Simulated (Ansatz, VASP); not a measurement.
**One calculation of Ge2SbO3, two programs**

```
Ge Sb O
1.0
     2.72907    1.57563    4.08283
    -2.72907    1.57563    4.08283
     0.00000   -3.15125    4.08283
Ge Sb O
2 1 3
Direct
  0.74396 0.74396 0.74396
  0.25604 0.25604 0.25604
  0.00000 0.00000 0.00000
  0.00000 0.50000 0.00000
  0.50000 0.00000 0.00000
  0.00000 0.00000 0.50000
```

Change from the starting cell: species swapped into the Hf2Al3Ni type (R-3m, No. 166).

Alike in both runs: functional PBE; k mesh 6 × 6 × 6; occupations gaussian, width 0.1 eV; no spin polarisation.

Ansatz relaxed the structure, and its values are those at the end. VASP's run is a single point on that final structure, the one shown.

|  | VASP | Ansatz |
| --- | --- | --- |
| version | VASP 6.6.1 | Ansatz 0.2.0 |
| potentials or method | VASP PAW PBE potentials, release 64 (Ge_d, Sb, O), cutoff 520 eV | scalar-relativistic, plane waves, PAW |
| valence electrons in the cell | 51 | 61 |

Ansatz gave:

- gap on the k mesh at the Fermi level (eV): none
- pressure (GPa): 0.1
- rms of the force components (eV/Å): 0.002

Which values does VASP return?

gap on the k mesh at the Fermi level (eV): none; pressure (GPa): 0.0; rms of the force components (eV/Å): 0.011.

A gap of «none» marks a metal or a gap that the smearing closes. VASP's potentials hold 51 valence electrons a cell and Ansatz's 61, so a difference there can come from the potentials and not from the codes.

Neither program's run includes spin-orbit coupling.
